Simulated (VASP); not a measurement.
Input of a VASP 6.6.1 run:

POSCAR

```
MgO
1.0
    0.0000000000      2.1245000000      2.1245000000
    2.1245000000      0.0000000000      2.1245000000
    2.1245000000      2.1245000000      0.0000000000
Mg O
1 1
Direct
    0.0000000000      0.0000000000      0.0000000000
    0.5000000000      0.5000000000      0.5000000000
```

Contents of INCAR.step1:

```
  PREC = Accurate
  ENCUT = 520
  ISMEAR = 0
  SIGMA = 0.1
  LREAL = F
  LASPH = T
  NELM = 60
  NBANDS = 11
  GGA = PE
  ALGO = Normal
  EDIFF = 1E-4
  LWAVE = T
  LCHARG = F
```

File INCAR.step2:

```
  PREC = Accurate
  ENCUT = 520
  EDIFF = 1E-6
  ISMEAR = 0
  SIGMA = 0.1
  LREAL = F
  LASPH = T
  NELM = 60
  ALGO = Normal
  ISIF = 2
  LWAVE = F
  LCHARG = F
  METAGGA = R2SCAN
  LMIXTAU = T
  NBANDS = 11
  ISTART = 1
```

The input KPOINTS:

```
Automatic mesh
0
Gamma
  8 8 8
```

Potentials or basis: VASP PAW PBE potentials, release 64 (Mg, O).

Run with:

```bash
$ cat potpaw_PBE.64/Mg/POTCAR potpaw_PBE.64/O/POTCAR > POTCAR
$ cp INCAR.step1 INCAR
$ mpirun -np 1 vasp_std > vasp.out
$ cp INCAR.step2 INCAR
$ mpirun -np 1 vasp_std > vasp.out
```

Question: What does it give for the pressure?

Answer: -6.1 GPa.

Question: Predict the band gap on the k mesh.

Answer: 5.34 eV, direct.

Caveat: the PAW data sets were made with another functional, which shifts forces and pressure a little. r2SCAN opens gaps a little over a GGA but as a rule still falls short of measured ones.
